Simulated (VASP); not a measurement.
# CoPdO2 (R-3m) in VASP: settings compared, part 4 of 4

VASP 6.6.1.

## Step 6: Single point, LDA, collinear spin, ferromagnetic start (volume scaled by 1.06)

Input file INCAR:

```
ALGO     = Normal         # electronic algorithm
EDIFF    = 1E-6           # SCF threshold, eV
ENCUT    = 520            # plane-wave cutoff, eV
ISIF     = 2              # what is computed and relaxed
ISMEAR   = -1             # smearing method
ISPIN    = 2              # spin polarisation
LASPH    = T              # aspherical terms in the spheres
LCHARG   = F              # write CHGCAR
LMAXMIX  = 4              # l up to which the mixer works
LORBIT   = 11             # projections on sites
LREAL    = F              # projectors in reciprocal space
LWAVE    = F              # write WAVECAR
MAGMOM   = 0 2 0 0        # initial moments
NBANDS   = 28             # bands
NELM     = 150            # most SCF steps
PREC     = Accurate       # precision mode
SIGMA    = 0.05           # smearing width, eV
```

Input file KPOINTS:

```
k-points
0
Gamma
  11 11 11
```

Input file POSCAR:

```
CoPdO2
1.0
    1.4597693873      0.8427982487      6.0746202923
   -1.4597693873      0.8427982487      6.0746202923
    0.0000000000     -1.6855964974      6.0746202923
Pd Co O
1 1 2
Direct
    0.0000000000      0.0000000000      0.0000000000
    0.5000000000      0.5000000000      0.5000000000
    0.1124760000      0.1124760000      0.1124760000
    0.8875240000      0.8875240000      0.8875240000
```

Potentials or basis: VASP PAW LDA potentials, release 64 (Pd, Co, O).

On the command line:

```sh
$ cat potpaw_LDA.64/Pd/POTCAR potpaw_LDA.64/Co/POTCAR potpaw_LDA.64/O/POTCAR > POTCAR
$ mpirun -np 1 vasp_std > vasp.out
```

OUTCAR:

```text
EDIFF = 1E-6
   ENCUT = 520
   ISIF = 2
   ISMEAR = -1
   ISPIN = 2
   LASPH = T
   LORBIT = 11
   LREAL = F
   NELM = 150
   PREC = Accurate

 ion  position               nearest neighbor table
   1  0.000  0.000  0.000-   3 2.05   4 2.05
   2  0.500  0.500  0.500-   3 1.95   4 1.95   3 1.95   3 1.95   4 1.95   4 1.95
   3  0.112  0.112  0.112-   2 1.95   2 1.95   2 1.95   1 2.05
   4  0.888  0.888  0.888-   2 1.95   2 1.95   2 1.95   1 2.05

  LATTYP: Found a trigonal (rhomboedric) cell.
 ALAT       =     6.3041452432
 COS(alpha) =     0.8927626487

  Lattice vectors:

 A1 = (   1.4597693873,   0.8427982487,   6.0746202923)
 A2 = (  -1.4597693873,   0.8427982487,   6.0746202923)
 A3 = (   0.0000000000,  -1.6855964974,   6.0746202923)

Analysis of symmetry for initial positions (statically):
=====================================================================
 Subroutine PRICEL returns:
 Original cell was already a primitive cell.

 Routine SETGRP: Setting up the symmetry group for a
 trigonal (rhombohedral) supercell.

 Subroutine GETGRP returns: Found 12 space group operations
 (whereof 12 operations were pure point group operations)
 out of a pool of 12 trial point group operations.

The static configuration has the point symmetry D_3d.

Analysis of symmetry for dynamics (positions and initial velocities):
=====================================================================
 Subroutine PRICEL returns:
 Original cell was already a primitive cell.

 Routine SETGRP: Setting up the symmetry group for a
 trigonal (rhombohedral) supercell.

 Subroutine GETGRP returns: Found 12 space group operations
 (whereof 12 operations were pure point group operations)
 out of a pool of 12 trial point group operations.

The dynamic configuration has the point symmetry D_3d.

Analysis of structural, dynamic, and magnetic symmetry:
=====================================================================
 Subroutine PRICEL returns:
 Original cell was already a primitive cell.
[... 164 lines left out ...]
 cond. band min:       6.2703879221   @ k =   0.4545   0.4545   0.0000
 fundamental gap:      0.1681424644
 Fermi energy:         6.2047820213

 spin component 1

 k-point     1 :       0.0000    0.0000    0.0000
  band No.  band energies     occupation
      1     -13.6563      1.00000
      2     -11.9678      1.00000
      3      -1.5645      1.00000
      4       0.7465      1.00000
      5       0.7465      1.00000
      6       1.7352      1.00000
[... 709 lines left out ...]
     26      23.3445      0.00000
     27      24.0964      0.00000

 [... further k-points ...]

 spin component 2

 k-point     1 :       0.0000    0.0000    0.0000
  band No.  band energies     occupation
      1     -13.6563      1.00000
      2     -11.9678      1.00000
      3      -1.5645      1.00000
      4       0.7465      1.00000
      5       0.7465      1.00000
      6       1.7352      1.00000
[... 709 lines left out ...]
     26      23.3445      0.00000
     27      24.0964      0.00000

 [... further k-points ...]

 [bands above 27 left out]

------------------------ aborting loop because EDIFF is reached ----------------------------------------

  FORCE on cell =-STRESS in cart. coord.  units (eV):
  Direction    XX          YY          ZZ          XY          YZ          ZX
  --------------------------------------------------------------------------------------
  -------------------------------------------------------------------------------------
  Total       -6.7840418     -6.7840418     -8.5626306      0.0000000      0.0000000      0.0000000
  in kB     -242.3934230   -242.3934230   -305.9423013      0.0000000      0.0000000      0.0000000
  external PRESSURE =    -263.5763825 kB  Pullay stress =       0.0000000 kB

 VOLUME and BASIS-vectors are now :
 -----------------------------------------------------------------------------
  energy-cutoff  :      520.00
  volume of cell :       44.84
      direct lattice vectors                 reciprocal lattice vectors
     1.459769387  0.842798249  6.074620292     0.342519856  0.197753931  0.054873114
    -1.459769387  0.842798249  6.074620292    -0.342519856  0.197753931  0.054873114
     0.000000000 -1.685596497  6.074620292     0.000000000 -0.395507862  0.054873114

 POSITION                                       TOTAL-FORCE (eV/Angst)
 -----------------------------------------------------------------------------------
      0.00000      0.00000      0.00000        -0.000000     -0.000000     -0.000000
      0.00000      0.00000      9.11193         0.000000     -0.000000     -0.000000
      0.00000      0.00000      2.04975        -0.000000     -0.000000      0.467150
      0.00000      0.00000     16.17411        -0.000000      0.000000     -0.467150
 -----------------------------------------------------------------------------------
    total drift:                                0.000000      0.000000     -0.000000

  FREE ENERGIE OF THE ION-ELECTRON SYSTEM (eV)
  ---------------------------------------------------
  free  energy   TOTEN  =       -29.3689797214 eV

  energy  without entropy=      -29.3625420115  energy(sigma->0) =      -29.36576087

 total charge

# of ion       s       p       d       tot
------------------------------------------
    1        0.438   0.396   8.402   9.237
    2        0.395   0.571   7.268   8.233
    3        1.547   3.364   0.000   4.911
    4        1.547   3.364   0.000   4.911
--------------------------------------------------
tot          3.927   7.694  15.670  27.291

 magnetization (x)

# of ion       s       p       d       tot
------------------------------------------
    1        0.000   0.000   0.000   0.000
    2       -0.000  -0.000  -0.000  -0.000
    3        0.000   0.000   0.000   0.000
    4        0.000   0.000   0.000   0.000
--------------------------------------------------
tot         -0.000   0.000  -0.000  -0.000
```

It took 30 min on 1 thread of AMD EPYC 7R13 (Zen 3), shared host; peak memory 0.47 GiB.

What came out:

```yaml
Free_energy: -29.3690 eV
Pressure: -26.4 GPa
Largest_force: 0.467 eV/Å
Net_moment: 0.00 μB per cell
Valence_electrons_inside_the_program's_atomic_spheres: Pd 9.24; Co 8.23; O 4.91
```

Forces on the atoms (eV/Å):
```
Pd   0.000  0.000  0.000
Co   0.000  0.000  0.000
O    0.000  0.000  0.467
O    0.000  0.000 -0.467
```

Levels at points of the mesh, in eV from the Fermi level:
Spin up:
| k point | band 14 | band 15 | band 16 | band 17 | band 18 | band 19 |
| --- | --- | --- | --- | --- | --- | --- |
| (0.00, 0.00, 0.00) | -1.18 | -1.18 | -0.71 | 1.92 | 1.92 | 2.65 |
Spin down:
```csv
k point,band 13,band 14,band 15,band 16,band 17,band 18,band 19,band 20
"(0.00, 0.00, 0.00)",-1.36,-1.18,-1.18,-0.71,1.92,1.92,2.65,6.30
```

Caveat: the starting moments collapsed, and a magnetic state may lie lower; semilocal functionals often make such compounds metallic where correlation or magnetic order opens a gap, which also shifts bond lengths.
